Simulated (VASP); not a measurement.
Input of a VASP 6.6.1 run:

Contents of INCAR:

```
ALGO = Normal ; EDIFF = 1E-6
EDIFFG = -0.08 ; ENCUT = 600
GGA = PE ; IBRION = 2
ISIF = 3 ; ISMEAR = 0
LASPH = T ; LCHARG = F
LREAL = F ; LWAVE = F
NELM = 60 ; NSW = 36
PREC = Accurate ; SIGMA = 0.15
```

File KPOINTS:

```
k-points
0
Gamma
  2 2 3
```

Contents of POSCAR:

```
Zr2BeS4
1.0
    5.6806669800      0.0000000000      0.0000000000
    0.0000000000      5.6806669800      0.0000000000
    0.0000000000      0.0000000000      4.8070999700
Zr Be S
2 1 4
Direct
    0.0000000000      0.0000000000      0.7434395000
    0.0000000000      0.0000000000      0.2565605000
    0.5000000000      0.5000000000      0.5000000000
    0.2178455400      0.2178455400      0.0000000000
    0.7821544600      0.7821544600      0.0000000000
    0.7821544600      0.2178455400      0.0000000000
    0.2178455400      0.7821544600      0.0000000000
```

Potentials or basis: VASP PAW PBE potentials, release 64 (Zr_sv, Be, S).

The run is started by

```sh
$ cat potpaw_PBE.64/Zr_sv/POTCAR potpaw_PBE.64/Be/POTCAR potpaw_PBE.64/S/POTCAR > POTCAR
$ mpirun -np 1 vasp_std > vasp.out
```

(1) What does it give for the band gap on the k mesh?

(2) What does it give for the space group after relaxing (to 0.1 Å)?

(3) Estimate the relaxed cell.

(4) Predict the relaxed volume.

## Answers

(1) zero (bands 25 and 26 overlap by 0.78 eV).

(2) P4/mmm (No. 123).

(3) a = 6.024 Å, b = 6.024 Å, c = 6.008 Å, α = 90.00°, β = 90.00°, γ = 90.00°.

(4) 31.15 Å³/atom.

Caveat: the k points lie up to 0.52 Å⁻¹ apart in the final cell, too coarse for converged energies and pressures of a metal; the volume moved by over 15 % at a fixed basis, so the end points are rough.
